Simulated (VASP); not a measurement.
A run of VASP 6.6.1 is set up as follows.

Contents of INCAR:

```
PREC = Accurate
ENCUT = 520
EDIFF = 1E-7
ISMEAR = -1
SIGMA = 0.05
LREAL = F
LASPH = T
NELM = 100
ALGO = Normal
ISIF = 2
LWAVE = F
LCHARG = F
GGA = B5
ALDAX = 1.0
AGGAX = 1.0
AGGAC = 1.0
ALDAC = 0.0
NBANDS = 55
```

Contents of KPOINTS:

```
Automatic mesh
0
Gamma
  9 9 5
```

Contents of POSCAR:

```
Ga2O3
1.0
    6.2947582521     -1.5559181674      0.0119950692
    6.2947582521      1.5559181674      0.0119950692
   -1.4175426061      0.0000000000      5.7575752920
Ga O
4 6
Direct
    0.3418760639      0.3418760639      0.6867251987
    0.6581239361      0.6581239361      0.3132748013
    0.9105756331      0.9105756331      0.2063450746
    0.0894243669      0.0894243669      0.7936549254
    0.5042888165      0.5042888165      0.7423045890
    0.4957111835      0.4957111835      0.2576954110
    0.8256890162      0.8256890162      0.4336968746
    0.1743109838      0.1743109838      0.5663031254
    0.8388090090      0.8388090090      0.8913709669
    0.1611909910      0.1611909910      0.1086290331
```

Potentials or basis: VASP PAW PBE potentials, release 64 (Ga_d, O).

Command:

```bash
$ cat potpaw_PBE.64/Ga_d/POTCAR potpaw_PBE.64/O/POTCAR > POTCAR
$ mpirun -np 1 vasp_std > vasp.out
```

(1) Estimate the largest force.

(2) Estimate the band gap on the k mesh.

(3) Predict the pressure.

## Answers

(1) 0.099 eV/Å.

(2) 1.87 eV (least direct gap 1.88 eV).

(3) 1.8 GPa.

Caveat: the PAW data sets were made with another functional, which shifts forces and pressure a little; an odd mesh through Γ misses points on the zone boundary, where band edges can lie.
